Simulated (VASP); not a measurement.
# Cu in VASP: single point with PBEsol

Aim: the single point of Cu with PBEsol.

Everything below comes from runs of VASP 6.6.1. Logs are shortened: lines on timing, memory, paths and dates and some standing lists are left out, and cuts for length are marked.

### 1 The cell of the first run

The cell holds a wire or tube with vacuum around it, 2 atoms: a = 11.000 Å, b = 9.300 Å, c = 2.404 Å, α = 90.00°, β = 90.00°, γ = 90.00°.

### 2 Single point, PBEsol, collinear spin

File INCAR:

```
SYSTEM = Cu
PREC = Accurate
ENCUT = 520
EDIFF = 1E-6
ISMEAR = 0
SIGMA = 0.05
LREAL = .False.
LASPH = .True.
NELM = 150
ALGO = Normal
ISIF = 2
LWAVE = .False.
LCHARG = .False.
ISPIN = 2
MAGMOM = 0.5 0.5
LORBIT = 11
LMAXMIX = 4
GGA = PS
NBANDS = 22
```

File KPOINTS:

```
Automatic mesh
0
Gamma
  1 1 27
  0 0 0
```

File POSCAR:

```
Cu
1.0
   11.0000000000      0.0000000000      0.0000000000
    0.0000000000      9.3000000000      0.0000000000
    0.0000000000      0.0000000000      2.4037790750
Cu
2
Direct
    0.4072297956      0.5000000000      0.0000000000
    0.5927702044      0.5000000000      0.5000000000
```

Potentials or basis: VASP PAW PBE potentials, release 64 (Cu).

Run with:

```console
$ cat potpaw_PBE.64/Cu/POTCAR > POTCAR
$ mpirun -np 1 vasp_std > vasp.out
```

OUTCAR:

```text
SYSTEM = Cu
   PREC = Accurate
   ENCUT = 520
   EDIFF = 1E-6
   ISMEAR = 0
   LREAL = .False.
   LASPH = .True.
   NELM = 150
   ISIF = 2
   ISPIN = 2
   LORBIT = 11
   GGA = PS

 ion  position               nearest neighbor table
   1  0.407  0.500  0.000-   2 2.37   2 2.37
   2  0.593  0.500  0.500-   1 2.37   1 2.37

  LATTYP: Found a simple orthorhombic cell.
 ALAT       =     2.4037790750
 B/A-ratio  =     3.8689079611
 C/A-ratio  =     4.5761276959

  Lattice vectors:

 A1 = (   0.0000000000,   0.0000000000,  -2.4037790750)
 A2 = (   0.0000000000,   9.3000000000,   0.0000000000)
 A3 = (  11.0000000000,   0.0000000000,   0.0000000000)

Analysis of symmetry for initial positions (statically):
=====================================================================
 Subroutine PRICEL returns:
 Original cell was already a primitive cell.

 Routine SETGRP: Setting up the symmetry group for a
 simple orthorhombic supercell.

 Subroutine GETGRP returns: Found  8 space group operations
 (whereof  4 operations were pure point group operations)
 out of a pool of  8 trial point group operations.

The static configuration has the point symmetry C_2v.
 The point group associated with its full space group is D_2h.

Analysis of symmetry for dynamics (positions and initial velocities):
=====================================================================
 Subroutine PRICEL returns:
 Original cell was already a primitive cell.

 Routine SETGRP: Setting up the symmetry group for a
 simple orthorhombic supercell.

 Subroutine GETGRP returns: Found  8 space group operations
 (whereof  4 operations were pure point group operations)
 out of a pool of  8 trial point group operations.

The dynamic configuration has the point symmetry C_2v.
 The point group associated with its full space group is D_2h.

Analysis of structural, dynamic, and magnetic symmetry:
=====================================================================
 Subroutine PRICEL returns:
 Original cell was already a primitive cell.

 Routine SETGRP: Setting up the symmetry group for a
 simple orthorhombic supercell.

 Subroutine GETGRP returns: Found  8 space group operations
 (whereof  4 operations were pure point group operations)
 out of a pool of  8 trial point group operations.

The overall configuration has the point symmetry C_2v.
 The point group associated with its full space group is D_2h.

 Subroutine INISYM returns: Found  8 space group operations
 (whereof  4 operations are pure point group operations),
 and found     1 'primitive' translations

----------------------------------------------------------------------------------------

                                     Primitive cell

  volume of cell :     245.9066

  direct lattice vectors                    reciprocal lattice vectors
    11.000000000  0.000000000  0.000000000     0.090909091  0.000000000  0.000000000
     0.000000000  9.300000000  0.000000000     0.000000000  0.107526882  0.000000000
     0.000000000  0.000000000  2.403779075     0.000000000  0.000000000  0.416011609

  length of vectors
    11.000000000  9.300000000  2.403779075     0.090909091  0.107526882  0.416011609

  position of ions in fractional coordinates (direct lattice)
     0.407229796  0.500000000  0.000000000
     0.592770204  0.500000000  0.500000000

  ion indices of the primitive-cell ions
   primitive index   ion index
                 1           1
                 2           2

----------------------------------------------------------------------------------------

 KPOINTS: Automatic mesh

Automatic generation of k-mesh.
 Grid dimensions read from file:
 generate k-points for:    1    1   27

 Generating k-lattice:

  Cartesian coordinates                     Fractional coordinates (reciprocal lattice)
     0.090909091  0.000000000  0.000000000     1.000000000  0.000000000  0.000000000
     0.000000000  0.107526882  0.000000000     0.000000000  1.000000000  0.000000000
     0.000000000  0.000000000  0.015407837     0.000000000  0.000000000  0.037037037

  Length of vectors
     0.090909091  0.107526882  0.015407837

  Shift w.r.t. Gamma in fractional coordinates (k-lattice)
     0.000000000  0.000000000  0.000000000

 Subroutine IBZKPT returns following result:
 ===========================================

 Found     14 irreducible k-points:

 Following reciprocal coordinates:
            Coordinates               Weight
  0.000000  0.000000  0.000000      1.000000
  0.000000  0.000000  0.037037      2.000000
  0.000000  0.000000  0.074074      2.000000
  0.000000  0.000000  0.111111      2.000000
  0.000000  0.000000  0.148148      2.000000
  0.000000  0.000000  0.185185      2.000000
  0.000000  0.000000  0.222222      2.000000
  0.000000  0.000000  0.259259      2.000000
  0.000000  0.000000  0.296296      2.000000
  0.000000  0.000000  0.333333      2.000000
  0.000000  0.000000  0.370370      2.000000
  0.000000  0.000000  0.407407      2.000000
  0.000000  0.000000  0.444444      2.000000
  0.000000  0.000000  0.481481      2.000000
   k-points           NKPTS =     14   k-points in BZ     NKDIM =     14   number of bands    NBANDS=     22
   number of dos      NEDOS =    301   number of ions     NIONS =      2
   total plane-waves  NPLWV = 105840
   dimension x,y,z NGX =    84 NGY =   70 NGZ =   18
   dimension x,y,z NGXF=   168 NGYF=  140 NGZF=   36
   ions per type =               2
   NGX,Y,Z   is equivalent  to a cutoff of  12.70, 12.51, 12.45 a.u.
   NGXF,Y,Z  is equivalent  to a cutoff of  25.39, 25.03, 24.90 a.u.
 SYSTEM =  Cu
   PREC   = accura    normal or accurate (medium, high low for compatibility)
   ISTART =      0    job   : 0-new  1-cont  2-samecut
   ICHARG =      2    charge: 1-file 2-atom 10-const
   ISPIN  =      2    spin polarized calculation?
   LNONCOLLINEAR =      F non collinear calculations
   LSORBIT =      F    spin-orbit coupling
   LASPH  =      T    aspherical Exc in radial PAW
   ENCUT  =  520.0 eV  38.22 Ry    6.18 a.u.  20.45 17.29  4.47*2*pi/ulx,y,z
   NELM   =    150;   NELMIN=  2; NELMDL= -5     # of ELM steps
   EDIFF  = 0.1E-05   stopping-criterion for ELM
   LREAL  =      F    real-space projection
   EDIFFG = 0.1E-04   stopping-criterion for IOM
   NSW    =      0    number of steps for IOM
   IBRION =     -1    ionic relax: 0-MD 1-quasi-New 2-CG
   NFREE  =      0    steps in history (QN), initial steepest desc. (CG)
   ISIF   =      2    stress and relaxation
   ISYM   =      2    0-nonsym 1-usesym 2-fastsym
   POTIM  = 0.5000    time-step for ionic-motion
   TEBEG  =    0.0;   TEEND  =   0.0 temperature during run
   PSTRESS=    0.0 pullay stress
   NELECT =      22.0000    total number of electrons
   NUPDOWN=      -1.0000    fix difference up-down
   EMIN   =  10.00;   EMAX   =-10.00  energy-range for DOS
   EFERMI =   0.00;   METHOD = LEGACY
   ISMEAR =     0;   SIGMA  =   0.05  broadening in eV -4-tet -1-fermi 0-gaus
   EFERMI_NEDOS =   21; number of points for ismear=-14 and -15
   IALGO  =     38    algorithm
   IMIX   =      4    mixing-type and parameters
     AMIX     =   0.40;   BMIX     =  1.00
     AMIX_MAG =   1.60;   BMIX_MAG =  1.00
  volume/ion in A,a.u.               =     122.95       829.73
  Fermi-wavevector in a.u.,A,eV,Ry     =   0.732193  1.383644  7.294176  0.536107
  Thomas-Fermi vector in A             =   1.824596
   LORBIT       =     11    0 simple, 1 ext, 2 COOP (PROOUT), +10 PAW based schemes
   GGA     = PS    functional components
   LHFCALC =     F    Hartree Fock is set to
   AEXX    =    0.0000 exact exchange contribution
   IVDW    =     0    specifies the selected vdW correction
   LEPSILON=     F    determine dielectric tensor
   LRPA    =     F    only Hartree local field effects (RPA)
 spin polarized calculation
 Gauss-broadening in eV      SIGMA  =   0.05
  energy-cutoff  :      520.00
  volume of cell :      245.91
 maximum number of plane-waves:      6669
 NGX is ok and might be reduce to    84
   NGX = 41   NGY = 35   NGZ =  9

 number of electron      22.0000021 magnetization       0.0007055

 Free energy of the ion-electron system (eV)
  ---------------------------------------------------
  ext. energy  EPLUGINS =         0.00000000
  ---------------------------------------------------
  free energy    TOTEN  =        -5.30831403 eV

  energy without entropy =       -5.30622451  energy(sigma->0) =       -5.30726927

 E-fermi :  -3.5519     XC(G=0):  -2.5959

 val. band max:       -3.5522767099   @ k =   0.0000   0.0000   0.1111
 cond. band min:      -3.5515999602   @ k =   0.0000   0.0000   0.1111
 fundamental gap:      0.0006767497
 Fermi energy:        -3.5519382518

 spin component 1

 k-point     1 :       0.0000    0.0000    0.0000
  band No.  band energies     occupation
      1      -8.4966      1.00000
      2      -7.1472      1.00000
      3      -5.7720      1.00000
      4      -5.6808      1.00000
      5      -5.3705      1.00000
      6      -5.1396      1.00000
[... 323 lines left out ...]
      5      -4.8194      1.00000
      6      -4.7709      1.00000
[... 14 lines left out ...]
     21       7.8719      0.00000
     22       8.0472      0.00000
 Fermi energy:        -3.5519382518

 spin component 2

 k-point     1 :       0.0000    0.0000    0.0000
  band No.  band energies     occupation
      1      -8.4965      1.00000
      2      -7.1471      1.00000
      3      -5.7719      1.00000
      4      -5.6806      1.00000
      5      -5.3704      1.00000
      6      -5.1395      1.00000
[... 324 lines left out ...]
      6      -4.7708      1.00000
[... 14 lines left out ...]
     21       7.8723      0.00000
     22       8.0396      0.00000

------------------------ aborting loop because EDIFF is reached ----------------------------------------

  FORCE on cell =-STRESS in cart. coord.  units (eV):
  Direction    XX          YY          ZZ          XY          YZ          ZX
  --------------------------------------------------------------------------------------
  -------------------------------------------------------------------------------------
  Total       -0.3780154     -0.0309713     -1.3766532      0.0000000      0.0000000      0.0000000
  in kB       -2.4629179     -0.2017904     -8.9694318      0.0000000      0.0000000      0.0000000
  external PRESSURE =      -3.8780467 kB  Pullay stress =       0.0000000 kB

 VOLUME and BASIS-vectors are now :
 -----------------------------------------------------------------------------
  energy-cutoff  :      520.00
  volume of cell :      245.91
      direct lattice vectors                 reciprocal lattice vectors
    11.000000000  0.000000000  0.000000000     0.090909091  0.000000000  0.000000000
     0.000000000  9.300000000  0.000000000     0.000000000  0.107526882  0.000000000
     0.000000000  0.000000000  2.403779075     0.000000000  0.000000000  0.416011609

 POSITION                                       TOTAL-FORCE (eV/Angst)
 -----------------------------------------------------------------------------------
      4.47953      4.65000      0.00000         0.183690      0.000000      0.000000
      6.52047      4.65000      1.20189        -0.183690      0.000000      0.000000
 -----------------------------------------------------------------------------------
    total drift:                                0.000000     -0.000000     -0.000000

  FREE ENERGIE OF THE ION-ELECTRON SYSTEM (eV)
  ---------------------------------------------------
  free  energy   TOTEN  =        -5.3083140307 eV

  energy  without entropy=       -5.3062245106  energy(sigma->0) =       -5.30726927

 total charge

# of ion       s       p       d       tot
------------------------------------------
    1        0.486   0.185   9.250   9.921
    2        0.486   0.185   9.250   9.921
--------------------------------------------------
tot          0.971   0.370  18.501  19.842

 magnetization (x)

# of ion       s       p       d       tot
------------------------------------------
    1        0.000   0.000   0.000   0.000
    2        0.000   0.000   0.000   0.000
--------------------------------------------------
tot          0.000   0.000   0.000   0.000
```

It took 9.2 min on 1 thread of Intel Xeon 8259CL, shared host; peak memory 0.44 GiB.

Results:

* Free energy: -5.3083 eV
* Largest force: 0.184 eV/Å
* Band gap on the k mesh: zero (filled and empty bands overlap)
* Net moment: 0.00 μB per cell
* Valence electrons inside the program's atomic spheres: Cu 9.92

Forces in eV/Å, atoms in the order of the input:
```
Cu   0.184  0.000  0.000
Cu  -0.184  0.000  0.000
```

Caveat: the PAW data sets were made with another functional, which shifts forces and pressure a little.
